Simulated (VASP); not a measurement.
# AlN (F-43m) in VASP: a series of runs, part 2 of 2

VASP 6.6.1. The steps go on from the part before.

## Step 3: Single point, HSE06

The input, POSCAR:

```
AlN
1.0
    0.0000000000      2.1848764208      2.1848764208
    2.1848764208      0.0000000000      2.1848764208
    2.1848764208      2.1848764208      0.0000000000
Al N
1 1
Direct
    0.0000000000      0.0000000000      0.0000000000
    0.2500000000      0.2500000000      0.2500000000
```

The input, INCAR.step1:

```
ALGO = Normal
EDIFF = 1E-5
ENCUT = 520
GGA = PE
ISIF = 2
ISMEAR = 0
LASPH = T
LCHARG = F
LREAL = F
LWAVE = T
NBANDS = 11
NELM = 60
PREC = Accurate
SIGMA = 0.01
```

The input, INCAR.step2:

```
ALGO = Normal
EDIFF = 1E-7
ENCUT = 520
GGA = PE
HFSCREEN = 0.2079
ISIF = 2
ISMEAR = 0
ISTART = 1
LASPH = T
LCHARG = F
LHFCALC = T
LREAL = F
LWAVE = F
NBANDS = 11
NELM = 60
PREC = Accurate
PRECFOCK = Normal
SIGMA = 0.01
```

The input, KPOINTS:

```
k-points
0
Gamma
  4 4 4
```

Potentials or basis: VASP PAW PBE potentials, release 64 (Al, N).

Started as:

```sh
$ cat potpaw_PBE.64/Al/POTCAR potpaw_PBE.64/N/POTCAR > POTCAR
$ cp INCAR.step1 INCAR
$ mpirun -np 1 vasp_std > vasp.out
$ cp INCAR.step2 INCAR
$ mpirun -np 1 vasp_std > vasp.out
```

OUTCAR:

```text
EDIFF = 1E-7
   ENCUT = 520
   GGA = PE
   HFSCREEN = 0.2079
   ISIF = 2
   ISMEAR = 0
   ISTART = 1
   LASPH = T
   LHFCALC = T
   LREAL = F
   NELM = 60
   PREC = Accurate
   PRECFOCK = Normal

 ion  position               nearest neighbor table
   1  0.000  0.000  0.000-   2 1.89   2 1.89   2 1.89   2 1.89
   2  0.250  0.250  0.250-   1 1.89   1 1.89   1 1.89   1 1.89

  LATTYP: Found a face centered cubic cell.
 ALAT       =     4.3697528416

  Lattice vectors:

 A1 = (   0.0000000000,   2.1848764208,   2.1848764208)
 A2 = (   2.1848764208,   0.0000000000,   2.1848764208)
 A3 = (   2.1848764208,   2.1848764208,   0.0000000000)

Analysis of symmetry for initial positions (statically):
=====================================================================
 Subroutine PRICEL returns:
 Original cell was already a primitive cell.

 Routine SETGRP: Setting up the symmetry group for a
 face centered cubic supercell.

 Subroutine GETGRP returns: Found 24 space group operations
 (whereof 24 operations were pure point group operations)
 out of a pool of 48 trial point group operations.

The static configuration has the point symmetry T_d .

Analysis of symmetry for dynamics (positions and initial velocities):
=====================================================================
 Subroutine PRICEL returns:
 Original cell was already a primitive cell.

 Routine SETGRP: Setting up the symmetry group for a
 face centered cubic supercell.

 Subroutine GETGRP returns: Found 24 space group operations
 (whereof 24 operations were pure point group operations)
 out of a pool of 48 trial point group operations.

The dynamic configuration has the point symmetry T_d .

 Subroutine INISYM returns: Found 24 space group operations
 (whereof 24 operations are pure point group operations),
 and found     1 'primitive' translations

----------------------------------------------------------------------------------------

[... 110 lines left out ...]
   ENCUTFOCK=  -1.0 apply spherical cutoff to Coloumb kernel
   IVDW    =     0    specifies the selected vdW correction
   LEPSILON=     F    determine dielectric tensor
   LRPA    =     F    only Hartree local field effects (RPA)
 non-spin polarized calculation
 Gauss-broadening in eV      SIGMA  =   0.01
  energy-cutoff  :      520.00
  volume of cell :       20.86
 maximum number of plane-waves:       588
 NGX is ok and might be reduce to    24
  NGX = 18; NGY = 18; NGZ = 18

 number of electron       8.0000000 magnetization

 Free energy of the ion-electron system (eV)
  ---------------------------------------------------
  ext. energy  EPLUGINS =         0.00000000
  ---------------------------------------------------
  free energy    TOTEN  =       -17.36536100 eV

  energy without entropy =      -17.36536100  energy(sigma->0) =      -17.36536100

 E-fermi :   5.1303     XC(G=0):  -9.0046

 val. band max:        5.0480715294   @ k =   0.0000   0.0000   0.0000
 cond. band min:       9.6001041749   @ k =   0.5000   0.5000   0.0000
 fundamental gap:      4.5520326455
 Fermi energy:         5.1302599795

 k-point     1 :       0.0000    0.0000    0.0000
  band No.  band energies     occupation
      1     -11.4136      2.00000
      2       5.0481      2.00000
      3       5.0481      2.00000
      4       5.0481      2.00000
      5      10.6071      0.00000
      6      19.2671      0.00000
      7      19.2671      0.00000
      8      19.2671      0.00000
      9      24.6241      0.00000
     10      24.6241      0.00000
     11      26.0155      0.00000
[... 85 lines left out ...]
 k-point     8 :      -0.2500    0.5000    0.2500
  band No.  band energies     occupation
      1      -8.4904      2.00000
      2       0.9376      2.00000
      3       1.3218      2.00000
      4       2.1796      2.00000
      5      12.4899      0.00000
      6      18.1415      0.00000
      7      18.7328      0.00000
      8      19.1459      0.00000
      9      24.3524      0.00000
     10      25.9497      0.00000
     11      32.4500      0.00000

------------------------ aborting loop because EDIFF is reached ----------------------------------------

  FORCE on cell =-STRESS in cart. coord.  units (eV):
  Direction    XX          YY          ZZ          XY          YZ          ZX
  --------------------------------------------------------------------------------------
  -------------------------------------------------------------------------------------
  Total       -0.1023151     -0.1023151     -0.1023151     -0.0000000      0.0000000      0.0000000
  in kB       -7.8585006     -7.8585006     -7.8585006     -0.0000000      0.0000000      0.0000000
  external PRESSURE =      -7.8585006 kB  Pullay stress =       0.0000000 kB

 VOLUME and BASIS-vectors are now :
 -----------------------------------------------------------------------------
  energy-cutoff  :      520.00
  volume of cell :       20.86
      direct lattice vectors                 reciprocal lattice vectors
     0.000000000  2.184876421  2.184876421    -0.228845895  0.228845895  0.228845895
     2.184876421  0.000000000  2.184876421     0.228845895 -0.228845895  0.228845895
     2.184876421  2.184876421  0.000000000     0.228845895  0.228845895 -0.228845895

 POSITION                                       TOTAL-FORCE (eV/Angst)
 -----------------------------------------------------------------------------------
      0.00000      0.00000      0.00000         0.000000      0.000000      0.000000
      1.09244      1.09244      1.09244        -0.000000     -0.000000     -0.000000
 -----------------------------------------------------------------------------------
    total drift:                                0.000001     -0.000000      0.000000

  FREE ENERGIE OF THE ION-ELECTRON SYSTEM (eV)
  ---------------------------------------------------
  free  energy   TOTEN  =       -17.3653610002 eV

  energy  without entropy=      -17.3653610002  energy(sigma->0) =      -17.36536100
```

OUTCAR.step1:

```text
EDIFF = 1E-5
   ENCUT = 520
   GGA = PE
   ISIF = 2
   ISMEAR = 0
[... 315 lines left out ...]
 -----------------------------------------------------------------------------------
      0.00000      0.00000      0.00000         0.000000     -0.000000     -0.000000
      1.09244      1.09244      1.09244        -0.000000      0.000000      0.000000
 -----------------------------------------------------------------------------------
    total drift:                                0.000000      0.000000      0.000000

  FREE ENERGIE OF THE ION-ELECTRON SYSTEM (eV)
  ---------------------------------------------------
  free  energy   TOTEN  =       -14.8041299305 eV

  energy  without entropy=      -14.8041299305  energy(sigma->0) =      -14.80412993
```

Run time: 2 min. Hardware: 1 thread of Intel Xeon Platinum 8259CL at 2.50GHz (Skylake/Cascade Lake), shared host; peak memory 0.23 GiB.

What came out:

| Item | Value |
| --- | --- |
| Free energy | -17.3654 eV |
| Pressure | -0.8 GPa |
| Band gap on the k mesh | 4.55 eV, indirect (least direct gap 5.56 eV) |

Caveat: the k points lie up to 0.62 Å⁻¹ apart; the PAW data sets were made with another functional, which shifts forces and pressure a little.
